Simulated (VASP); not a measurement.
Input of a VASP 6.6.1 run:

The input INCAR:

```
ALGO = Normal
EDIFF = 1E-6
ENCUT = 520
GGA = PE
ISIF = 2
ISMEAR = 0
IVDW = 12
LASPH = True
LCHARG = False
LREAL = False
LWAVE = False
NBANDS = 16
NELM = 60
PREC = Accurate
SIGMA = 0.05
```

File KPOINTS:

```
k-points
0
Gamma
  12 12 8
```

The input POSCAR:

```
Se
1.0
    4.1039849262      0.0000000000      0.0000000000
   -2.0519924631      3.5541552028      0.0000000000
    0.0000000000      0.0000000000      5.1729033758
Se
3
Direct
    0.2473450684      0.0000000000      0.3333333333
    0.0000000000      0.2473450684      0.6666666667
    0.7526549316      0.7526549316      0.0000000000
```

Potentials or basis: VASP PAW PBE potentials, release 64 (Se).

Launch:

```sh
$ cat potpaw_PBE.64/Se/POTCAR > POTCAR
$ mpirun -np 1 vasp_std > vasp.out
```

(1) What does it give for the largest force?

(2) Estimate the pressure.

## Answers

(1) 0.168 eV/Å.

(2) -1.5 GPa.
